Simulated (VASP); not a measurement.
# C (P6/mmm) in VASP: a series of runs

C is run at these levels: PBE+D3(BJ); tasks: single point.

All numbers are computed with VASP 6.6.1; they aren't measurements. Logs are shortened: lines on timing, memory, paths and dates and some standing lists are left out, and cuts for length are marked.

## (1) The cell of the first run

Symmetry: P6/mmm, No. 191, hexagonal system. The conventional cell has a = 2.391 Å, b = 2.391 Å, c = 3.548 Å, α = 90.00°, β = 90.00°, γ = 120.00°. Within 1.8 Å of C (site symmetry -6m2) lie 3 C at 1.38 Å.

## (2) Single point, PBE+D3(BJ) (biaxial strain in the a-b plane: -3.0 %, then relaxed in part)

The input, INCAR:

```
SYSTEM = C
ALGO = Normal
EDIFF = 1E-7
ENCUT = 520
GGA = PE
ISIF = 2
ISMEAR = 0
IVDW = 12
LASPH = .True.
LCHARG = .False.
LREAL = .False.
LWAVE = .False.
NBANDS = 11
NELM = 80
PREC = Accurate
SIGMA = 0.1
```

The input, KPOINTS:

```
k-points
0
Gamma
  21 21 12
  0 0 0
```

The input, POSCAR:

```
C
1.0
    2.3907853710      0.0000000000      0.0000000000
   -1.1953926855      2.0704808663      0.0000000000
    0.0000000000      0.0000000000      3.5481053861
C
2
Direct
    0.3333333333      0.6666666667      0.0000000000
    0.6666666667      0.3333333333      0.0000000000
```

Potentials or basis: VASP PAW PBE potentials, release 64 (C).

Launch:

```bash
$ cat potpaw_PBE.64/C/POTCAR > POTCAR
$ mpirun -np 1 vasp_std > vasp.out
```

OUTCAR:

```text
SYSTEM = C
   EDIFF = 1E-7
   ENCUT = 520
   GGA = PE
   ISIF = 2
   ISMEAR = 0
   IVDW = 12
   LASPH = .True.
   LREAL = .False.
   NELM = 80
   PREC = Accurate
 IVDW          = 12

 ion  position               nearest neighbor table
   1  0.333  0.667  0.000-   2 1.38   2 1.38   2 1.38
   2  0.667  0.333  0.000-   1 1.38   1 1.38   1 1.38

  LATTYP: Found a hexagonal cell.
 ALAT       =     2.3907853710
 C/A-ratio  =     1.4840752454

  Lattice vectors:

 A1 = (   2.3907853710,   0.0000000000,   0.0000000000)
 A2 = (  -1.1953926855,   2.0704808663,   0.0000000000)
 A3 = (   0.0000000000,   0.0000000000,   3.5481053861)

Analysis of symmetry for initial positions (statically):
=====================================================================
 Subroutine PRICEL returns:
 Original cell was already a primitive cell.

 Routine SETGRP: Setting up the symmetry group for a
 hexagonal supercell.

 Subroutine GETGRP returns: Found 24 space group operations
 (whereof 24 operations were pure point group operations)
 out of a pool of 24 trial point group operations.

The static configuration has the point symmetry D_6h.

Analysis of symmetry for dynamics (positions and initial velocities):
=====================================================================
 Subroutine PRICEL returns:
 Original cell was already a primitive cell.

 Routine SETGRP: Setting up the symmetry group for a
 hexagonal supercell.

 Subroutine GETGRP returns: Found 24 space group operations
 (whereof 24 operations were pure point group operations)
 out of a pool of 24 trial point group operations.

The dynamic configuration has the point symmetry D_6h.

 Subroutine INISYM returns: Found 24 space group operations
 (whereof 24 operations are pure point group operations),
 and found     1 'primitive' translations

----------------------------------------------------------------------------------------

                                     Primitive cell

  volume of cell :      17.5634

  direct lattice vectors                    reciprocal lattice vectors
     2.390785371  0.000000000  0.000000000     0.418272594  0.241489795  0.000000000
    -1.195392686  2.070480866  0.000000000     0.000000000  0.482979590  0.000000000
     0.000000000  0.000000000  3.548105386     0.000000000  0.000000000  0.281840557

  length of vectors
     2.390785371  2.390785371  3.548105386     0.482979590  0.482979590  0.281840557

  position of ions in fractional coordinates (direct lattice)
     0.333333333  0.666666667  0.000000000
     0.666666667  0.333333333  0.000000000

  ion indices of the primitive-cell ions
   primitive index   ion index
                 1           1
                 2           2

----------------------------------------------------------------------------------------

 KPOINTS: k-points

Automatic generation of k-mesh.
 Grid dimensions read from file:
 generate k-points for:   21   21   12

 Generating k-lattice:

  Cartesian coordinates                     Fractional coordinates (reciprocal lattice)
     0.019917743  0.011499514  0.000000000     0.047619048  0.000000000  0.000000000
     0.000000000  0.022999028  0.000000000     0.000000000  0.047619048  0.000000000
     0.000000000  0.000000000  0.023486713     0.000000000  0.000000000  0.083333333

  Length of vectors
     0.022999028  0.022999028  0.023486713

  Shift w.r.t. Gamma in fractional coordinates (k-lattice)
     0.000000000  0.000000000  0.000000000

 Subroutine IBZKPT returns following result:
 ===========================================

 Found    336 irreducible k-points:

 Following reciprocal coordinates:
            Coordinates               Weight
  0.000000  0.000000  0.000000      1.000000
  0.047619 -0.000000  0.000000      6.000000
  0.095238 -0.000000  0.000000      6.000000
  0.142857  0.000000  0.000000      6.000000
  0.190476 -0.000000  0.000000      6.000000
  0.238095 -0.000000  0.000000      6.000000
[... 16 lines left out ...]
  0.142857  0.095238  0.000000     12.000000
  0.190476  0.095238  0.000000     12.000000
 [... further k-points ...]
   k-points           NKPTS =    336   k-points in BZ     NKDIM =    336   number of bands    NBANDS=     11
   number of dos      NEDOS =    301   number of ions     NIONS =      2
   total plane-waves  NPLWV =   9072
   dimension x,y,z NGX =    18 NGY =   18 NGZ =   28
   dimension x,y,z NGXF=    36 NGYF=   36 NGZF=   56
   ions per type =               2
   NGX,Y,Z   is equivalent  to a cutoff of  12.52, 12.52, 13.12 a.u.
   NGXF,Y,Z  is equivalent  to a cutoff of  25.03, 25.03, 26.24 a.u.
 SYSTEM =  C
   PREC   = accura    normal or accurate (medium, high low for compatibility)
   ISTART =      0    job   : 0-new  1-cont  2-samecut
   ICHARG =      2    charge: 1-file 2-atom 10-const
   ISPIN  =      1    spin polarized calculation?
   LNONCOLLINEAR =      F non collinear calculations
   LSORBIT =      F    spin-orbit coupling
   LASPH  =      T    aspherical Exc in radial PAW
   ENCUT  =  520.0 eV  38.22 Ry    6.18 a.u.   4.45  4.45  6.60*2*pi/ulx,y,z
   NELM   =     80;   NELMIN=  2; NELMDL= -5     # of ELM steps
   EDIFF  = 0.1E-06   stopping-criterion for ELM
   LREAL  =      F    real-space projection
   EDIFFG = 0.1E-05   stopping-criterion for IOM
   NSW    =      0    number of steps for IOM
   IBRION =     -1    ionic relax: 0-MD 1-quasi-New 2-CG
   NFREE  =      0    steps in history (QN), initial steepest desc. (CG)
   ISIF   =      2    stress and relaxation
   ISYM   =      2    0-nonsym 1-usesym 2-fastsym
   POTIM  = 0.5000    time-step for ionic-motion
   TEBEG  =    0.0;   TEEND  =   0.0 temperature during run
   PSTRESS=    0.0 pullay stress
   NELECT =       8.0000    total number of electrons
   NUPDOWN=      -1.0000    fix difference up-down
   EMIN   =  10.00;   EMAX   =-10.00  energy-range for DOS
   EFERMI =   0.00;   METHOD = LEGACY
   ISMEAR =     0;   SIGMA  =   0.10  broadening in eV -4-tet -1-fermi 0-gaus
   EFERMI_NEDOS =   21; number of points for ismear=-14 and -15
   IALGO  =     38    algorithm
   IMIX   =      4    mixing-type and parameters
     AMIX     =   0.40;   BMIX     =  1.00
     AMIX_MAG =   1.60;   BMIX_MAG =  1.00
  volume/ion in A,a.u.               =       8.78        59.26
  Fermi-wavevector in a.u.,A,eV,Ry     =   1.259608  2.380314 21.587169  1.586612
  Thomas-Fermi vector in A             =   2.393159
   LORBIT       =      0    0 simple, 1 ext, 2 COOP (PROOUT), +10 PAW based schemes
   GGA     = PE    functional components
   LHFCALC =     F    Hartree Fock is set to
   AEXX    =    0.0000 exact exchange contribution
   IVDW    =    12    specifies the selected vdW correction
   LEPSILON=     F    determine dielectric tensor
   LRPA    =     F    only Hartree local field effects (RPA)
 non-spin polarized calculation
 Gauss-broadening in eV      SIGMA  =   0.10
  energy-cutoff  :      520.00
  volume of cell :       17.56
 maximum number of plane-waves:       493
 NGX is ok and might be reduce to    18
   NGX =  9   NGY =  9   NGZ = 13

 number of electron       8.0000002 magnetization

 Free energy of the ion-electron system (eV)
  ---------------------------------------------------
  ext. energy  EPLUGINS =         0.00000000
  ---------------------------------------------------
  free energy    TOTEN  =       -18.28417955 eV

  energy without entropy =      -18.28409329  energy(sigma->0) =      -18.28413642

 E-fermi :   4.7590     XC(G=0): -10.0998

 val. band max:        4.7589027374   @ k =   0.3333   0.3333   0.2500
 cond. band min:       4.9931908341   @ k =   0.3333   0.3333   0.1667
 fundamental gap:      0.2342880967
 Fermi energy:         4.7589703652

 k-point     1 :       0.0000    0.0000    0.0000
  band No.  band energies     occupation
      1     -15.5915      2.00000
      2      -2.7445      2.00000
      3       1.7808      2.00000
      4       1.7808      2.00000
      5       8.2821      0.00000
      6      13.6887      0.00000
      7      13.6887      0.00000
      8      17.5013      0.00000
      9      19.3061      0.00000
     10      28.2094      0.00000
     11      28.6901      0.00000

 k-point     2 :       0.0476   -0.0000    0.0000
  band No.  band energies     occupation
      1     -15.5346      2.00000
      2      -2.6772      2.00000
      3       1.5513      2.00000
      4       1.6525      2.00000
      5       8.3526      0.00000
      6      13.7248      0.00000
      7      13.9441      0.00000
      8      17.2960      0.00000
      9      19.3851      0.00000
     10      28.3909      0.00000
     11      28.6312      0.00000

 k-point     3 :       0.0952   -0.0000    0.0000
  band No.  band energies     occupation
      1     -15.3640      2.00000
      2      -2.4757      2.00000
      3       0.9060      2.00000
      4       1.3024      2.00000
      5       8.5651      0.00000
      6      13.7942      0.00000
      7      14.6740      0.00000
      8      16.7068      0.00000
      9      19.6336      0.00000
     10      28.4052      0.00000
     11      28.8780      0.00000

 k-point     4 :       0.1429    0.0000    0.0000
  band No.  band energies     occupation
      1     -15.0804      2.00000
      2      -2.1420      2.00000
      3      -0.0541      2.00000
      4       0.8098      2.00000
      5       8.9203      0.00000
      6      13.8212      0.00000
      7      15.7925      0.00000
      8      15.7984      0.00000
      9      20.0545      0.00000
     10      27.9254      0.00000
     11      29.4608      0.00000
[... 239 lines left out ...]
 k-point    22 :       0.0952    0.0952    0.0000
  band No.  band energies     occupation
      1     -14.9107      2.00000
      2      -1.9430      2.00000
      3      -0.4029      2.00000
      4       0.3475      2.00000
      5       9.1356      0.00000
      6      14.2318      0.00000
      7      15.3087      0.00000
      8      15.8880      0.00000
      9      20.4542      0.00000
     10      27.3595      0.00000
     11      29.6695      0.00000

 k-point    23 :       0.1429    0.0952    0.0000
  band No.  band energies     occupation
      1     -14.5158      2.00000
      2      -1.4826      2.00000
      3      -1.3859      2.00000
      4      -0.3116      2.00000
      5       9.6359      0.00000
      6      14.2423      0.00000
      7      14.4466      0.00000
      8      16.7588      0.00000
      9      21.2231      0.00000
     10      26.3380      0.00000
     11      29.6000      0.00000

 k-point    24 :       0.1905    0.0952    0.0000
  band No.  band energies     occupation
      1     -14.0107      2.00000
      2      -2.5421      2.00000
      3      -0.9298      2.00000
      4      -0.8999      2.00000
      5      10.2774      0.00000
      6      13.0248      0.00000
      7      14.4777      0.00000
      8      17.8637      0.00000
      9      22.0632      0.00000
     10      25.2441      0.00000
     11      28.6835      0.00000

 [... further k-points ...]

------------------------ aborting loop because EDIFF is reached ----------------------------------------

 Edisp (eV)   -0.28634

 E8    (eV) :    -0.0805

  FORCE on cell =-STRESS in cart. coord.  units (eV):
  Direction    XX          YY          ZZ          XY          YZ          ZX
  --------------------------------------------------------------------------------------
  -------------------------------------------------------------------------------------
  Total       4.85396     4.85396    -0.01068    -0.00000     0.00000     0.00000
  in kB     442.79092   442.79092    -0.97412    -0.00000     0.00000     0.00000
  external pressure =      294.87 kB  Pullay stress =        0.00 kB

 VOLUME and BASIS-vectors are now :
 -----------------------------------------------------------------------------
  energy-cutoff  :      520.00
  volume of cell :       17.56
      direct lattice vectors                 reciprocal lattice vectors
     2.390785371  0.000000000  0.000000000     0.418272594  0.241489795  0.000000000
    -1.195392686  2.070480866  0.000000000     0.000000000  0.482979590  0.000000000
     0.000000000  0.000000000  3.548105386     0.000000000  0.000000000  0.281840557

 POSITION                                       TOTAL-FORCE (eV/Angst)
 -----------------------------------------------------------------------------------
     -0.00000      1.38032      0.00000        -0.000000      0.000000      0.000000
      1.19539      0.69016      0.00000         0.000000     -0.000000      0.000000
 -----------------------------------------------------------------------------------
    total drift:                                0.000000     -0.000000      0.000000

  FREE ENERGIE OF THE ION-ELECTRON SYSTEM (eV)
  ---------------------------------------------------
  free  energy   TOTEN  =       -18.5705213018 eV

  energy  without entropy=      -18.5704350421  energy(sigma->0) =      -18.57047817
```

It took 22 s on 1 thread of Intel Xeon 6975P-C (Granite Rapids), shared host; peak memory 0.17 GiB.

What came out:

```
Free energy                : -18.5705 eV
Pressure                   : 29.5 GPa
Band gap on the k mesh     : zero (band 4 reaches 5.24 eV, above the bottom of band 5 at 4.33 eV)
Dispersion energy per atom : -0.143 eV
```

Stress tensor (GPa, compression positive):
```
44.28  0.00  0.00
 0.00 44.28  0.00
 0.00  0.00 -0.10
```

Levels at points of the mesh, in eV from the Fermi level:
```tsv
k point	band 1	band 2	band 3	band 4	band 5	band 6	band 7	band 8	band 9
(0.00, 0.00, 0.00)	-20.35	-7.50	-2.98	-2.98	3.52	8.93	8.93	12.74	14.55
(0.00, 0.00, 0.50)	-20.17	-8.92	-2.96	-2.96	8.98	8.98	8.99	12.49	14.83
```

Caveat: the cell differs from its parent crystal (biaxial strain in the a-b plane: -3.0 %, then relaxed in part).

(Part 1 of 2 ends here.)
